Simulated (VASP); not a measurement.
# Cu (I4/mmm) in VASP: notebook, part 2 of 2

VASP 6.6.1.

## (4) Relaxation of cell and atoms, PBE

This run uses another cell than the first one: it holds 1 atom, not 2.

INCAR reads:

```
  ALGO = All
  EDIFF = 1E-7
  EDIFFG = -0.001
  ENCUT = 590
  GGA = PE
  GGA_COMPAT = False
  IBRION = 2
  ISEARCH = 1
  ISIF = 3
  ISMEAR = -1
  KPAR = 4
  LASPH = True
  LCHARG = False
  LREAL = False
  LWAVE = False
  NELM = 300
  NELMIN = 4
  NSW = 80
  PREC = Accurate
  SIGMA = 0.15
```

KPOINTS reads:

```
k-points
0
Gamma
  24 24 24
```

POSCAR reads:

```
Cu
1.0
   -1.4278343440      1.4278343440      1.3413077449
    1.4278343440     -1.4278343440      1.3413077449
    1.4278343440      1.4278343440     -1.3413077449
Cu
1
Direct
    0.0000000000      0.0000000000      0.0000000000
```

Potentials or basis: VASP PAW PBE potentials, release 64 (Cu).

The run is started by

```
cat potpaw_PBE.64/Cu/POTCAR > POTCAR
mpirun -np 4 vasp_std > vasp.out
```

OUTCAR:

```text
EDIFF = 1E-7
   EDIFFG = -0.001
   ENCUT = 590
   GGA = PE
   IBRION = 2
   ISIF = 3
   ISMEAR = -1
   LASPH = True
   LREAL = False
   NELM = 300
   NELMIN = 4
   NSW = 80
   PREC = Accurate

 ion  position               nearest neighbor table
   1  0.000  0.000  0.000-

  LATTYP: Found a body centered tetragonal cell.
 ALAT       =     2.8556686880
 C/A-ratio  =     0.9394001136

  Lattice vectors:

 A1 = (  -1.4278343440,   1.4278343440,   1.3413077449)
 A2 = (   1.4278343440,  -1.4278343440,   1.3413077449)
 A3 = (   1.4278343440,   1.4278343440,  -1.3413077449)

Analysis of symmetry for initial positions (statically):
=====================================================================
 Subroutine PRICEL returns:
 Original cell was already a primitive cell.

 Routine SETGRP: Setting up the symmetry group for a
 body centered tetragonal supercell.

 Subroutine GETGRP returns: Found 16 space group operations
 (whereof 16 operations were pure point group operations)
 out of a pool of 16 trial point group operations.

The static configuration has the point symmetry D_4h.

Analysis of symmetry for dynamics (positions and initial velocities):
=====================================================================
 Subroutine PRICEL returns:
 Original cell was already a primitive cell.

 Routine SETGRP: Setting up the symmetry group for a
 body centered tetragonal supercell.

 Subroutine GETGRP returns: Found 16 space group operations
 (whereof 16 operations were pure point group operations)
 out of a pool of 16 trial point group operations.

The dynamic configuration has the point symmetry D_4h.

 Subroutine INISYM returns: Found 16 space group operations
 (whereof 16 operations are pure point group operations),
 and found     1 'primitive' translations

----------------------------------------------------------------------------------------

                                     Primitive cell

  volume of cell :      10.9382

  direct lattice vectors                    reciprocal lattice vectors
    -1.427834344  1.427834344  1.341307745     0.000000000  0.350180679  0.372770531
     1.427834344 -1.427834344  1.341307745     0.350180679  0.000000000  0.372770531
     1.427834344  1.427834344 -1.341307745     0.350180679  0.350180679  0.000000000

  length of vectors
     2.424155171  2.424155171  2.424155171     0.511453201  0.511453201  0.495230265

  position of ions in fractional coordinates (direct lattice)
     0.000000000  0.000000000  0.000000000

  ion indices of the primitive-cell ions
   primitive index   ion index
                 1           1

----------------------------------------------------------------------------------------

 KPOINTS: k-points

Automatic generation of k-mesh.
 Grid dimensions read from file:
 generate k-points for:   24   24   24

 Generating k-lattice:

[... 57 lines left out ...]
   LSORBIT =      F    spin-orbit coupling
   LASPH  =      T    aspherical Exc in radial PAW
   ENCUT  =  590.0 eV  43.36 Ry    6.59 a.u.   4.80  4.80  4.80*2*pi/ulx,y,z
   NELM   =    300;   NELMIN=  4; NELMDL= -5     # of ELM steps
   EDIFF  = 0.1E-06   stopping-criterion for ELM
   LREAL  =      F    real-space projection
   EDIFFG = -.1E-02   stopping-criterion for IOM
   NSW    =     80    number of steps for IOM
   IBRION =      2    ionic relax: 0-MD 1-quasi-New 2-CG
   NFREE  =      1    steps in history (QN), initial steepest desc. (CG)
   ISIF   =      3    stress and relaxation
   ISYM   =      2    0-nonsym 1-usesym 2-fastsym
   POTIM  = 0.5000    time-step for ionic-motion
   TEBEG  =    0.0;   TEEND  =   0.0 temperature during run
   PSTRESS=    0.0 pullay stress
   NELECT =      11.0000    total number of electrons
   NUPDOWN=      -1.0000    fix difference up-down
   EMIN   =  10.00;   EMAX   =-10.00  energy-range for DOS
   EFERMI =   0.00;   METHOD = LEGACY
   ISMEAR =    -1;   SIGMA  =   0.15  broadening in eV -4-tet -1-fermi 0-gaus
   EFERMI_NEDOS =   21; number of points for ismear=-14 and -15
   IALGO  =     58    algorithm
   IMIX   =      4    mixing-type and parameters
     AMIX     =   0.40;   BMIX     =  1.00
     AMIX_MAG =   1.60;   BMIX_MAG =  1.00
  volume/ion in A,a.u.               =      10.94        73.81
  Fermi-wavevector in a.u.,A,eV,Ry     =   1.640178  3.099487 36.602183  2.690185
  Thomas-Fermi vector in A             =   2.730860
   LORBIT       =      0    0 simple, 1 ext, 2 COOP (PROOUT), +10 PAW based schemes
   GGA     = PE    functional components
   LHFCALC =     F    Hartree Fock is set to
   AEXX    =    0.0000 exact exchange contribution
   IVDW    =     0    specifies the selected vdW correction
   LEPSILON=     F    determine dielectric tensor
   LRPA    =     F    only Hartree local field effects (RPA)
 conjugate gradient relaxation of ions
 non-spin polarized calculation
  energy-cutoff  :      590.00
  volume of cell :       10.94
 maximum number of plane-waves:       368
   NGX =  9   NGY =  9   NGZ =  9

--------------------------------------- Ionic step        1  -------------------------------------------

 number of electron      11.0000003 magnetization

 Free energy of the ion-electron system (eV)
  ---------------------------------------------------
  ext. energy  EPLUGINS =         0.00000000
  ---------------------------------------------------
  free energy    TOTEN  =        -3.64962604 eV

  energy without entropy =       -3.62689588  energy(sigma->0) =       -3.63826096

------------------------ aborting loop because EDIFF is reached ----------------------------------------

  FORCE on cell =-STRESS in cart. coord.  units (eV):
  Direction    XX          YY          ZZ          XY          YZ          ZX
  --------------------------------------------------------------------------------------
  -------------------------------------------------------------------------------------
  Total        1.1613062      1.1613062      1.1896712      0.0000000      0.0000000      0.0000000
  in kB      170.1034969    170.1034969    174.2582928      0.0000000      0.0000000      0.0000000
  external PRESSURE =     171.4884289 kB  Pullay stress =       0.0000000 kB
[... 86 lines left out ...]
  FREE ENERGIE OF THE ION-ELECTRON SYSTEM (eV)
  ---------------------------------------------------
  free  energy   TOTEN  =        -3.7046048103 eV

  energy  without entropy=       -3.6804261419  energy(sigma->0) =       -3.69251548

[... ionic steps 4 to 27 ...]

--------------------------------------- Ionic step       28  -------------------------------------------

 number of electron      10.9999992 magnetization

------------------------ aborting loop because EDIFF is reached ----------------------------------------
[... 65 lines left out ...]
--------------------------------------- Ionic step       30  -------------------------------------------

 number of electron      10.9999992 magnetization

 Free energy of the ion-electron system (eV)
  ---------------------------------------------------
  ext. energy  EPLUGINS =         0.00000000
  ---------------------------------------------------
  free energy    TOTEN  =        -3.70460778 eV

  energy without entropy =       -3.68043890  energy(sigma->0) =       -3.69252334

 E-fermi :   7.3180     XC(G=0): -12.5987

 val. band max:        7.3157818467   @ k =   0.2083   0.1667   0.1250
 cond. band min:       7.3188876066   @ k =   0.5000   0.2083   0.0833
 fundamental gap:      0.0031057600
 Fermi energy:         7.3179937151

 k-point     1 :       0.0000    0.0000    0.0000
  band No.  band energies     occupation
      1      -1.8644      2.00000
      2       4.1228      2.00000
      3       4.3711      2.00000
      4       4.3711      2.00000
      5       5.1039      2.00000
      6       5.3676      2.00000
      7      31.4115      0.00000
      8      31.4115      0.00000
      9      33.1906      0.00000
[... 265 lines left out ...]
 k-point    24 :       0.4583    0.0417   -0.0000
  band No.  band energies     occupation
      1       2.4524      2.00000
      2       3.5082      2.00000
      3       5.1941      2.00000
      4       5.4362      1.99999
      5       5.8347      1.99990
      6       7.0894      1.64208
      7      11.9324      0.00000
      8      23.3910      0.00000
      9      24.0552      0.00000

 [... further k-points ...]

------------------------ aborting loop because EDIFF is reached ----------------------------------------

  FORCE on cell =-STRESS in cart. coord.  units (eV):
  Direction    XX          YY          ZZ          XY          YZ          ZX
  --------------------------------------------------------------------------------------
  -------------------------------------------------------------------------------------
  Total        0.0008198      0.0008198      0.0006865      0.0000000      0.0000000      0.0000000
  in kB        0.1087764      0.1087764      0.0910819      0.0000000      0.0000000      0.0000000
  external PRESSURE =       0.1028782 kB  Pullay stress =       0.0000000 kB
[... 16 lines left out ...]
  FREE ENERGIE OF THE ION-ELECTRON SYSTEM (eV)
  ---------------------------------------------------
  free  energy   TOTEN  =        -3.7046077819 eV

  energy  without entropy=       -3.6804388676  energy(sigma->0) =       -3.69252332

 reached required accuracy - stopping structural energy minimisation
```

Run time: 4 min. Hardware: 4 MPI ranks of Intel Xeon 6975P-C (Granite Rapids), shared host; peak memory 0.41 GiB.

Results:

```yaml
Free_energy: -3.7046 eV
Relaxed_volume: 12.08 Å³/atom
Relaxed_cell: a = 2.506 Å, b = 2.506 Å, c = 2.506 Å, α = 107.77°, β = 107.77°, γ = 112.93°
Space_group_after_relaxing_to_0.1_Å: I4/mmm (No. 139)
Energy_gained_by_relaxing: 55.0 meV/atom
Ionic_steps: 30
Pressure_after_relaxing: 0.0 GPa
Band_gap_on_the_k_mesh: zero (an odd number of electrons rules out a gap without spin polarisation)
```

Step by step:
| step | energy change (eV) | largest force (eV/Å) | pressure (GPa) | volume (Å³) |
| --- | --- | --- | --- | --- |
| 1 | 0.0000 | 0.0000 | 17.15 | 10.94 |
| 2 | -0.0341 | 0.0000 | -7.62 | 12.90 |
| 3 | -0.0550 | 0.0000 | 0.07 | 12.07 |
| 4 | -0.0550 | 0.0000 | -0.27 | 12.10 |
| 5 | -0.0550 | 0.0000 | 0.12 | 12.07 |
| 6 | -0.0550 | 0.0000 | 0.01 | 12.07 |
| 7 | -0.0550 | 0.0000 | 0.02 | 12.08 |
| 8 | -0.0550 | 0.0000 | -0.13 | 12.09 |
| 9 | -0.0550 | 0.0000 | -0.02 | 12.08 |
| 10 | -0.0550 | 0.0000 | -0.02 | 12.08 |
| 11 | -0.0550 | 0.0000 | -0.01 | 12.08 |
| 12 | -0.0550 | 0.0000 | -0.04 | 12.08 |
| 13 | -0.0550 | 0.0000 | 0.01 | 12.07 |
| 14 | -0.0550 | 0.0000 | 0.01 | 12.07 |
| 15 | -0.0550 | 0.0000 | 0.03 | 12.07 |
| 16 | -0.0550 | 0.0000 | 0.02 | 12.07 |
| 17 | -0.0550 | 0.0000 | -0.01 | 12.07 |
| 18 | -0.0550 | 0.0000 | 0.00 | 12.07 |
| 19 | -0.0550 | 0.0000 | 0.00 | 12.07 |
| 20 | -0.0550 | 0.0000 | 0.00 | 12.07 |
| 21 | -0.0550 | 0.0000 | 0.00 | 12.07 |
| 22 | -0.0550 | 0.0000 | 0.01 | 12.07 |
| 23 | -0.0550 | 0.0000 | 0.01 | 12.07 |
| 24 | -0.0550 | 0.0000 | 0.01 | 12.07 |
| 25 | -0.0550 | 0.0000 | 0.01 | 12.07 |
| 26 | -0.0550 | 0.0000 | 0.01 | 12.07 |
| 27 | -0.0550 | 0.0000 | 0.04 | 12.07 |
| 28 | -0.0550 | 0.0000 | 0.05 | 12.07 |
| 29 | -0.0550 | 0.0000 | 0.02 | 12.07 |
| 30 | -0.0550 | 0.0000 | 0.01 | 12.08 |

Final structure:
```xyz
1
Lattice="-1.4768 1.4768 1.3843 1.4768 -1.4768 1.3843 1.4768 1.4768 -1.3843" Properties=species:S:1:pos:R:3 pbc="T T T"
Cu    0.0000    0.0000    0.0000
```

Levels at points of the mesh, in eV from the Fermi level:
```
           k point  band 3  band 4  band 5  band 6  band 7  band 8  band 9
(0.00, 0.00, 0.00)   -2.95   -2.95   -2.21   -1.95   24.09   24.09   25.87
(0.50, 0.00, 0.00)   -2.10   -1.85   -1.36   -0.36    4.48   16.70   16.79
(0.50, 0.50, 0.00)   -2.29   -2.03   -1.39   -0.84    3.78   18.48   18.57
(0.50, 0.50, 0.50)   -1.54   -1.54   -1.48    7.32    7.32    9.76   12.81
```

## (5) The runs side by side

```csv
task,potentials or basis,cell,k mesh,cutoff (eV),smearing,second try,gap on the mesh (eV),pressure (GPa)
single point,"VASP PAW PBE potentials, release 64 (Cu_sv_GW)","a = 2.922, b = 2.922, c = 2.776 Å, 2 atoms, atomic positions A",14 × 14 × 16,820,gaussian 0.1 eV,-,none,0.3
single point,"VASP PAW PBE potentials, release 64 (Cu_sv_GW)","a = 2.892, b = 2.892, c = 2.792 Å, 2 atoms, atomic positions A",14 × 14 × 16,820,gaussian 0.1 eV,-,none,2.5
relaxation of cell and atoms,"VASP PAW PBE potentials, release 64 (Cu)","relaxed from a = 2.424 Å, angles 107.8, 107.8, 112.8°, 1 atom, atomic positions B",24 × 24 × 24,590,fermi-dirac 0.15 eV,not_converged,none,0.0
```

Alike in all rows: level PBE; no spin polarisation.

Absolute energies hang on the potentials; compare differences alone.
